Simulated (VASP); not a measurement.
# Al16BH3 in VASP: further runs

The runs below take Al16BH3 through single point, with PBEsol.

All numbers are computed with VASP 6.6.1; they aren't measurements. Logs are shortened: lines on timing, memory, paths and dates and some standing lists are left out, and cuts for length are marked.

## (1) The cell of the first run

The cell holds a slab with vacuum, 20 atoms: a = 8.100 Å, b = 5.728 Å, c = 17.296 Å, α = 90.00°, β = 90.00°, γ = 90.00°.

## (2) Single point, PBEsol

INCAR reads:

```
ALGO = Normal ; EDIFF = 1E-7
ENCUT = 520 ; GGA = PS
ISIF = 2 ; ISMEAR = 0
LASPH = True ; LCHARG = False
LREAL = Auto ; LWAVE = False
NBANDS = 43 ; NELM = 80
PREC = Accurate ; SIGMA = 0.15
```

KPOINTS reads:

```
k-points
0
Gamma
  2 3 1
```

POSCAR reads:

```
Al16BH3
1.0
    8.1000000000      0.0000000000      0.0000000000
    0.0000000000      5.7275650000      0.0000000000
    0.0000000000      0.0000000000     17.2956740000
Al B H
16 1 3
Direct
    0.2500000000      0.2499999564      0.0578179260
    0.7500000000      0.2499999564      0.0578179260
    0.2500000000      0.7500000436      0.0578179260
    0.7500000000      0.7500000436      0.0578179260
    0.0008541975      0.0006978533      0.1311758651
    0.4998967901      0.0037452216      0.1291800481
    0.0003658025      0.4992261109      0.1304220350
    0.5002545679      0.4970225567      0.1306379271
    0.2482395062      0.2504326009      0.2120221507
    0.7545251852      0.2523300914      0.2114162189
    0.2525282716      0.7512223781      0.2165907498
    0.7512379012      0.7506619305      0.2155962815
    0.0010114815      0.0019676774      0.2876637245
    0.5045618519      0.0073596720      0.2853918847
    0.0019340741      0.4997933677      0.2873103413
    0.5021872840      0.5006239126      0.2871933756
    0.5001913580      0.2538169362      0.3839112601
    0.6033283951      0.3843446561      0.4119167024
    0.3678444444      0.2440747508      0.4160714986
    0.5765135802      0.0631198424      0.3892239759
```

Potentials or basis: VASP PAW PBE potentials, release 64 (Al, B, H).

Command:

```sh
$ cat potpaw_PBE.64/Al/POTCAR potpaw_PBE.64/B/POTCAR potpaw_PBE.64/H/POTCAR > POTCAR
$ mpirun -np 1 vasp_std > vasp.out
```

OUTCAR:

```text
EDIFF = 1E-7
   ENCUT = 520
   GGA = PS
   ISIF = 2
   ISMEAR = 0
   LASPH = True
   LREAL = Auto
   NELM = 80
   PREC = Accurate

 ion  position               nearest neighbor table
   1  0.250  0.250  0.058-   9 2.67   6 2.76   8 2.77   7 2.78   5 2.78   3 2.86   3 2.86
   2  0.750  0.250  0.058-  10 2.66   6 2.76   8 2.77   7 2.78   5 2.79   4 2.86   4 2.86
   3  0.250  0.750  0.058-  11 2.75   7 2.78   6 2.78   5 2.78   8 2.79   1 2.86   1 2.86
   4  0.750  0.750  0.058-  12 2.73   6 2.78   7 2.78   8 2.79   5 2.79   2 2.86   2 2.86
   5  0.001  0.001  0.131-  13 2.71   1 2.78   3 2.78   2 2.79   4 2.79  10 2.83   9 2.83   7 2.86
                             7 2.87  12 2.88  11 2.89
   6  0.500  0.004  0.129-  14 2.70   1 2.76   2 2.76   3 2.78   4 2.78   8 2.83   9 2.86  10 2.88
                            11 2.90   8 2.90  12 2.91
   7  0.000  0.499  0.130-  15 2.71   1 2.78   2 2.78   3 2.78   4 2.78  10 2.82   9 2.84   5 2.86
                             5 2.87  12 2.88  11 2.91
   8  0.500  0.497  0.131-  16 2.71   2 2.77   1 2.77   4 2.79   3 2.79   6 2.83   9 2.85  10 2.86
                            11 2.89  12 2.90   6 2.90
   9  0.248  0.250  0.212-   1 2.67  15 2.78  13 2.78  14 2.80  16 2.82   5 2.83   7 2.84   8 2.85
                            11 2.86   6 2.86  11 2.87
  10  0.755  0.252  0.211-   2 2.66  14 2.78  15 2.78  13 2.79  16 2.81   7 2.82   5 2.83  12 2.86
                             8 2.86  12 2.87   6 2.88
  11  0.253  0.751  0.217-   3 2.75  16 2.76  15 2.77  13 2.78  14 2.78   9 2.86   9 2.87   8 2.89
                             5 2.89   6 2.90   7 2.91
  12  0.751  0.751  0.216-   4 2.73  14 2.76  16 2.77  13 2.78  15 2.78  10 2.86  10 2.87   5 2.88
                             7 2.88   8 2.90   6 2.91
  13  0.001  0.002  0.288-   5 2.71  12 2.78  11 2.78   9 2.78  10 2.79  15 2.85  15 2.88
  14  0.505  0.007  0.285-  20 1.91  17 2.21   6 2.70  12 2.76  10 2.78  11 2.78   9 2.80  16 2.83
                            16 2.90
  15  0.002  0.500  0.287-   7 2.71  11 2.77   9 2.78  12 2.78  10 2.78  13 2.85  13 2.88
  16  0.502  0.501  0.287-  17 2.19   8 2.71  11 2.76  12 2.77  10 2.81   9 2.82  14 2.83  14 2.90

  17  0.500  0.254  0.384-  19 1.21  18 1.22  20 1.26  16 2.19  14 2.21
  18  0.603  0.384  0.412-  17 1.22
  19  0.368  0.244  0.416-  17 1.21
  20  0.577  0.063  0.389-  17 1.26  14 1.91

  LATTYP: Found a simple orthorhombic cell.
 ALAT       =     5.7275650000
 B/A-ratio  =     1.4142135445
 C/A-ratio  =     3.0197254854

  Lattice vectors:

 A1 = (   0.0000000000,  -5.7275650000,   0.0000000000)
 A2 = (   8.1000000000,   0.0000000000,   0.0000000000)
 A3 = (   0.0000000000,   0.0000000000,  17.2956740000)

Analysis of symmetry for initial positions (statically):
=====================================================================
 Subroutine PRICEL returns:
 Original cell was already a primitive cell.
[... 148 lines left out ...]
   NELECT =      54.0000    total number of electrons
   NUPDOWN=      -1.0000    fix difference up-down
   EMIN   =  10.00;   EMAX   =-10.00  energy-range for DOS
   EFERMI =   0.00;   METHOD = LEGACY
   ISMEAR =     0;   SIGMA  =   0.15  broadening in eV -4-tet -1-fermi 0-gaus
   EFERMI_NEDOS =   21; number of points for ismear=-14 and -15
   IALGO  =     38    algorithm
   IMIX   =      4    mixing-type and parameters
     AMIX     =   0.40;   BMIX     =  1.00
     AMIX_MAG =   1.60;   BMIX_MAG =  1.00
  volume/ion in A,a.u.               =      40.12       270.74
  Fermi-wavevector in a.u.,A,eV,Ry     =   0.665899  1.258367  6.033121  0.443422
  Thomas-Fermi vector in A             =   1.740036
   LORBIT       =      0    0 simple, 1 ext, 2 COOP (PROOUT), +10 PAW based schemes
   GGA     = PS    functional components
   LHFCALC =     F    Hartree Fock is set to
   AEXX    =    0.0000 exact exchange contribution
   IVDW    =     0    specifies the selected vdW correction
   LEPSILON=     F    determine dielectric tensor
   LRPA    =     F    only Hartree local field effects (RPA)
 non-spin polarized calculation
 Gauss-broadening in eV      SIGMA  =   0.15
  energy-cutoff  :      520.00
  volume of cell :      802.40
 maximum number of plane-waves:     21632
   NGX = 31   NGY = 21   NGZ = 65

 number of electron      54.0000000 magnetization

 Free energy of the ion-electron system (eV)
  ---------------------------------------------------
  ext. energy  EPLUGINS =         0.00000000
  ---------------------------------------------------
  free energy    TOTEN  =       -76.48671307 eV

  energy without entropy =      -76.40617145  energy(sigma->0) =      -76.44644226

 E-fermi :  -0.2542     XC(G=0):  -4.7189

 val. band max:       -0.2653815180   @ k =   0.0000   0.0000   0.0000
 cond. band min:      -0.1808459534   @ k =   0.0000   0.3333   0.0000
 fundamental gap:      0.0845355646
 Fermi energy:        -0.2541622576

 k-point     1 :       0.0000    0.0000    0.0000
  band No.  band energies     occupation
      1     -10.5849      2.00000
      2      -9.5736      2.00000
      3      -8.2980      2.00000
      4      -8.2228      2.00000
      5      -7.6463      2.00000
      6      -6.1643      2.00000
[... 157 lines left out ...]
     38       2.7268      0.00000
     39       2.8189      0.00000
 [bands above 39 left out]

------------------------ aborting loop because EDIFF is reached ----------------------------------------

  FORCE on cell =-STRESS in cart. coord.  units (eV):
  Direction    XX          YY          ZZ          XY          YZ          ZX
  --------------------------------------------------------------------------------------
  -------------------------------------------------------------------------------------
  Total        5.1456684    -17.1508017      0.0908155      0.0411286     -0.0352048     -0.0488752
  in kB       10.2744799    -34.2454181      0.1813334      0.0821225     -0.0702943     -0.0975903
  external PRESSURE =      -7.9298683 kB  Pullay stress =       0.0000000 kB

 VOLUME and BASIS-vectors are now :
 -----------------------------------------------------------------------------
  energy-cutoff  :      520.00
  volume of cell :      802.40
      direct lattice vectors                 reciprocal lattice vectors
     8.100000000  0.000000000  0.000000000     0.123456790  0.000000000  0.000000000
     0.000000000  5.727565000  0.000000000     0.000000000  0.174594265  0.000000000
     0.000000000  0.000000000 17.295674000     0.000000000  0.000000000  0.057817926

 POSITION                                       TOTAL-FORCE (eV/Angst)
 -----------------------------------------------------------------------------------
      2.02500      1.43189      1.00000        -0.020913      0.016204     -0.120389
      6.07500      1.43189      1.00000         0.019938      0.033145     -0.137546
      2.02500      4.29567      1.00000         0.091898     -0.015441      0.111736
      6.07500      4.29567      1.00000        -0.079862     -0.028444      0.107213
      0.00692      0.00400      2.26877         0.004111      0.000018     -0.002026
      4.04916      0.02145      2.23426        -0.001483     -0.001872     -0.003156
[... 12 lines left out ...]
      2.97954      1.39795      7.19624        -0.019261      0.014406      0.010174
      4.66976      0.36152      6.73189        -0.011805     -0.022751     -0.004665
 -----------------------------------------------------------------------------------
    total drift:                               -0.014881      0.000380     -0.015674

  FREE ENERGIE OF THE ION-ELECTRON SYSTEM (eV)
  ---------------------------------------------------
  free  energy   TOTEN  =       -76.4867130715 eV

  energy  without entropy=      -76.4061714485  energy(sigma->0) =      -76.44644226
```

stdout:

```text
POSCAR found type information on POSCAR AlB H
 POSCAR found :  3 types and      20 ions
 scaLAPACK will be used
 -----------------------------------------------------------------------------
|                                                                             |
|                                                                             |
|     You enforced a specific xc type in the INCAR file but a different       |
|     I HOPE YOU KNOW WHAT YOU ARE DOING!                                     |
|                                                                             |
 -----------------------------------------------------------------------------

 LDA part: xc-table for (Slater+PW92), standard interpolation
 POSCAR, INCAR and KPOINTS ok, starting setup
 FFT: planning ... GRIDC
 FFT: planning ... GRID_SOFT
 FFT: planning ... GRID
 WAVECAR not read
 entering main loop
```

Run time: 9.9 min. Hardware: 1 thread of Intel Xeon 8259CL, shared host; peak memory 0.79 GiB.

Results:

| Item | Value |
| --- | --- |
| Free energy | -76.4867 eV |
| Largest force | 0.145 eV/Å |
| Band gap on the k mesh | zero (filled and empty bands touch) |

Forces in eV/Å, atoms in the order of the input:
```
Al  -0.021  0.016 -0.120
Al   0.020  0.033 -0.138
Al   0.092 -0.015  0.112
Al  -0.080 -0.028  0.107
Al   0.004  0.000 -0.002
Al  -0.001 -0.002 -0.003
Al   0.002  0.002 -0.005
Al  -0.002  0.002 -0.002
Al   0.001  0.001  0.006
Al  -0.001  0.001  0.003
Al   0.002 -0.001  0.004
Al  -0.003  0.000  0.003
Al   0.001  0.000  0.007
Al  -0.006 -0.004  0.008
Al   0.000 -0.001  0.008
Al  -0.004  0.009  0.003
B   -0.003 -0.009 -0.013
H    0.030  0.005  0.016
H   -0.019  0.014  0.010
H   -0.012 -0.023 -0.005
```

Levels at points of the mesh, in eV from the Fermi level:
| k point | band 23 | band 24 | band 25 | band 26 | band 27 | band 28 | band 29 | band 30 | band 31 | band 32 |
| --- | --- | --- | --- | --- | --- | --- | --- | --- | --- | --- |
| (0.00, 0.00, 0.00) | -1.53 | -0.96 | -0.62 | -0.60 | -0.53 | -0.01 | 0.27 | 0.64 | 1.21 | 1.69 |
| (0.50, 0.00, 0.00) | -0.96 | -0.95 | -0.94 | -0.93 | -0.76 | 0.19 | 0.59 | 0.59 | 1.41 | 1.60 |

Caveat: the k points lie up to 0.39 Å⁻¹ apart; there is no dipole correction, which matters where the two faces differ; the PAW data sets were made with another functional, which shifts forces and pressure a little.

## (3) Single point, PBEsol

INCAR reads:

```
SYSTEM = Al16BH3
  PREC = Accurate
  ENCUT = 520
  EDIFF = 1E-7
  ISMEAR = 0
  SIGMA = 0.15
  LREAL = Auto
  LASPH = .TRUE.
  NELM = 60
  ALGO = Normal
  ISIF = 2
  LWAVE = .FALSE.
  LCHARG = .FALSE.
  GGA = PS
  NBANDS = 43
```

KPOINTS reads:

```
regular mesh
0
G
  2 3 1
  0 0 0
```

POSCAR reads:

```
Al16BH3
1.0
    8.1000000000      0.0000000000      0.0000000000
    0.0000000000      5.7275650000      0.0000000000
    0.0000000000      0.0000000000     17.2956740000
Al B H
16 1 3
Direct
    0.2500000000      0.2499999564      0.0578179260
    0.7500000000      0.2499999564      0.0578179260
    0.2500000000      0.7500000436      0.0578179260
    0.7500000000      0.7500000436      0.0578179260
    0.0001639506      0.0004532467      0.1301171033
    0.4999480247      0.0034304281      0.1305251244
    0.0004270370      0.4993888328      0.1312993642
    0.4998492593      0.4967419837      0.1283653357
    0.2469529630      0.2478538436      0.2117336971
    0.7537217284      0.2474423250      0.2114932324
    0.2512266667      0.7486547948      0.2160870400
    0.7498293827      0.7484072202      0.2156325333
    0.0004593827     -0.0010751515      0.2870041954
    0.5008816049     -0.0023530069      0.2869811260
    0.0002438272      0.4975754967      0.2876306526
    0.5011322222      0.4883872990      0.2843592565
    0.5004427160      0.2378899236      0.3850552456
    0.5283596296      0.4547875057      0.3900244651
    0.3688311111      0.2037848545      0.4163433006
    0.6236134568      0.1560038166      0.4147647556
```

Potentials or basis: VASP PAW PBE potentials, release 64 (Al, B, H).

Command:

```sh
$ cat potpaw_PBE.64/Al/POTCAR potpaw_PBE.64/B/POTCAR potpaw_PBE.64/H/POTCAR > POTCAR
$ mpirun -np 1 vasp_std > vasp.out
```

Wall time 10 min (1 thread of Intel Xeon 8259CL, shared host); peak memory 0.79 GiB.

The run converged. Its results:

- Free energy: -76.4941 eV
- Largest force: 0.138 eV/Å
- Band gap on the k mesh: 0.01 eV (least direct gap 0.10 eV)

Forces on the atoms (eV/Å):
```
Al  -0.025 -0.032 -0.124
Al   0.025 -0.038 -0.129
Al   0.081  0.029  0.108
Al  -0.076  0.034  0.105
Al  -0.007 -0.004 -0.008
Al   0.004 -0.004 -0.003
Al  -0.005  0.001 -0.005
Al   0.004  0.002  0.002
Al   0.009  0.006  0.009
Al  -0.006  0.001  0.008
Al   0.008 -0.004  0.002
Al  -0.006  0.000  0.004
Al  -0.004  0.003  0.014
Al   0.002 -0.006  0.002
Al  -0.001 -0.001  0.010
Al   0.003  0.006 -0.005
B   -0.003 -0.012 -0.013
H    0.002  0.025  0.002
H   -0.022 -0.001  0.009
H    0.017 -0.006  0.010
```

Levels at points of the mesh, in eV from the valence-band top:
```
           k point  band 25  band 26  band 27  band 28  band 29  band 30
(0.00, 0.00, 0.00)    -0.60    -0.59    -0.51     0.01     0.27     0.64
(0.50, 0.00, 0.00)    -0.93    -0.92    -0.74     0.22     0.60     0.61
```

Caveat: the smearing spreads over this small gap; there is no dipole correction, which matters where the two faces differ; the PAW data sets were made with another functional, which shifts forces and pressure a little.

## (4) Single point, PBEsol

INCAR reads:

```
SYSTEM = Al16BH3
PREC = Accurate
ENCUT = 520
EDIFF = 1E-6
ISMEAR = 0
SIGMA = 0.15
LREAL = Auto
LASPH = .TRUE.
NELM = 80
ALGO = Normal
ISIF = 2
LWAVE = .FALSE.
LCHARG = .FALSE.
GGA = PS
NBANDS = 43
```

KPOINTS reads:

```
Automatic mesh
0
G
  2 3 1
  0 0 0
```

POSCAR reads:

```
Al16BH3
1.0
    8.1000000000      0.0000000000      0.0000000000
    0.0000000000      5.7275650000      0.0000000000
    0.0000000000      0.0000000000     17.2956740000
Al B H
16 1 3
Direct
    0.2500000000      0.2499999564      0.0578179260
    0.7500000000      0.2499999564      0.0578179260
    0.2500000000      0.7500000436      0.0578179260
    0.7500000000      0.7500000436      0.0578179260
    0.0022249383      0.0023327540      0.1298517190
    0.5012417284      0.0077271930      0.1290634294
    0.0022382716      0.4990539610      0.1302628044
    0.5004113580      0.4996777863      0.1247648400
    0.2538922222      0.2549345141      0.2124793171
    0.7586566667      0.2538186821      0.2117022442
    0.2536509877      0.7560581154      0.2136745871
    0.7590256790      0.7580713619      0.2149018304
    0.0085639506      0.0039882568      0.2872383580
    0.5052745679      0.0089181004      0.2849496354
    0.0073340741      0.5028651792      0.2868102741
    0.5082381481      0.5117665186      0.2774054946
    0.4489290123      0.2713601679      0.3741912573
    0.4823355556      0.4891022625      0.3805212795
    0.3058392593      0.2531049408      0.3937093750
    0.5534334568      0.1868348941      0.4157353452
```

Command:

```sh
$ cat potpaw_PBE.64/Al/POTCAR potpaw_PBE.64/B/POTCAR potpaw_PBE.64/H/POTCAR > POTCAR
$ mpirun -np 1 vasp_std > vasp.out
```

It took 10 min on 1 thread of Intel Xeon 8259CL, shared host; peak memory 0.79 GiB.

It converged, with:

| Quantity | Value |
| --- | --- |
| Free energy | -76.3669 eV |
| Largest force | 0.283 eV/Å |
| Band gap on the k mesh | 0.05 eV (least direct gap 0.16 eV) |

Forces on the atoms (eV/Å):
```
Al  -0.075 -0.005 -0.192
Al   0.066 -0.034 -0.177
Al   0.025  0.085 -0.083
Al  -0.029  0.106  0.036
Al  -0.015  0.000 -0.015
Al  -0.001  0.008 -0.005
Al  -0.009  0.009 -0.004
Al   0.002  0.004  0.009
Al  -0.064  0.020 -0.096
Al  -0.011  0.017  0.001
Al  -0.004  0.027  0.021
Al  -0.031 -0.001  0.019
Al  -0.008  0.012  0.005
Al  -0.031  0.082 -0.029
Al  -0.007  0.004  0.015
Al  -0.061 -0.012  0.027
B    0.135  0.035  0.136
H    0.035 -0.258  0.111
H    0.015 -0.065 -0.006
H    0.070 -0.034  0.227
```

Levels at points of the mesh, in eV from the valence-band top:
```csv
k point,band 23,band 24,band 25,band 26,band 27,band 28,band 29,band 30,band 31,band 32
"(0.00, 0.00, 0.00)",-1.52,-0.87,-0.58,-0.57,-0.49,0.05,0.24,0.75,1.36,1.71
"(0.50, 0.00, 0.00)",-0.97,-0.94,-0.91,-0.79,-0.69,0.25,0.62,0.63,1.60,1.63
```

Caveat: there is no dipole correction, which matters where the two faces differ; the PAW data sets were made with another functional, which shifts forces and pressure a little.

(Part 1 of 2 ends here.)

The gap in the log of VASP goes by the Fermi energy; the results here count the filled bands.